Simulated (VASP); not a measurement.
NaH:

```
Na H
1.0
     0.00000    2.46188    2.46188
     2.46188    0.00000    2.46188
     2.46188    2.46188    0.00000
Na H
1 1
Direct
  0.00000 0.00000 0.00000
  0.25000 0.25000 0.25000
```

This cell differs from its parent crystal: strain -5.2%.

Base run:

```yaml
Program: VASP 6.6.1
Functional: r2SCAN
Potentials_or_basis: VASP PAW PBE potentials, release 64 (Na_pv, H)
Cutoff: 520 eV
k_mesh: 8 × 8 × 8
Occupations: gaussian, width 0.01 eV
Spin: no spin polarisation
```

Its results: band gap on the k mesh 4.19 eV, indirect (least direct gap 4.99 eV); pressure 3.7 GPa.

**Question.** The run is repeated on the same cell with these changes: functional from r2SCAN to PBE; occupations from gaussian, width 0.01 eV to fermi-dirac, width 0.02 eV. What comes out?

**Answer.** Band gap on the k mesh 3.73 eV, indirect (least direct gap 4.55 eV); pressure 4.1 GPa.

Caveats: the PAW data sets were made with another functional, which shifts forces and pressure a little (some runs).

A k mesh can miss the band edges.
